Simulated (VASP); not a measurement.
A run of VASP 6.6.1 is set up as follows.

File INCAR:

```
PREC = Accurate ; ENCUT = 500
EDIFF = 1E-6 ; ISMEAR = -1
SIGMA = 0.1 ; LREAL = False
LASPH = True ; NELM = 200
ALGO = Normal ; ISIF = 2
LWAVE = False ; LCHARG = False
GGA = CA ; NBANDS = 12
GGA_COMPAT = False ; LMAXMIX = 6
```

The input KPOINTS:

```
Automatic mesh
0
Gamma
  10 10 10
```

File POSCAR:

```
Ce
1.0
    0.0000000000      2.2649297842      2.2649297842
    2.2649297842      0.0000000000      2.2649297842
    2.2649297842      2.2649297842      0.0000000000
Ce
1
Direct
    0.0000000000      0.0000000000      0.0000000000
```

Potentials or basis: VASP PAW LDA potentials, release 64 (Ce).

Command:

```console
$ cat potpaw_LDA.64/Ce/POTCAR > POTCAR
$ mpirun -np 1 vasp_std > vasp.out
```

Question: Estimate the pressure.

Answer: -0.7 GPa.

Question: Estimate the band gap on the k mesh.

Answer: Zero (bands 6 and 7 overlap by 0.29 eV).

Caveat: spin-orbit coupling is left out, which moves the levels of the heavy elements; semilocal functionals describe open f shells poorly, which spoils levels, moments and volumes. Spin polarisation is off, so any magnetic state and its effect on volume and gap are missing.
